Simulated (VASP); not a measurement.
Input of a VASP 6.6.1 run:

File INCAR:

```
SYSTEM = P2Pt3
PREC = Accurate
ENCUT = 520
EDIFF = 1E-7
ISMEAR = 0
SIGMA = 0.1
LREAL = .FALSE.
LASPH = .TRUE.
NELM = 100
ALGO = Fast
ISIF = 2
LWAVE = .FALSE.
LCHARG = .TRUE.
GGA = PE
LELF = .TRUE.
LVHAR = .TRUE.
NBANDS = 28
```

Contents of KPOINTS:

```
Automatic mesh
0
G
  12 12 6
  0 0 0
```

Contents of POSCAR:

```
P2Pt3
1.0
    4.0073419102      0.0000000000      0.0000000000
   -2.0036709551      3.4704598959      0.0000000000
    0.0000000000      0.0000000000      5.8211086259
P Pt
2 3
Direct
    0.3333333333      0.6666666667      0.7705084587
    0.6666666667      0.3333333333      0.2294915413
    0.0000000000      0.0000000000      0.0000000000
    0.6666666667      0.3333333333      0.6507378120
    0.3333333333      0.6666666667      0.3492621880
```

Potentials or basis: VASP PAW PBE potentials, release 64 (P, Pt).

The run is started by

```console
$ cat potpaw_PBE.64/P/POTCAR potpaw_PBE.64/Pt/POTCAR > POTCAR
$ mpirun -np 1 vasp_std > vasp.out
```

(1) Estimate the pressure.

(2) Predict the largest force.

## Answers

(1) -0.2 GPa.

(2) 0.006 eV/Å.
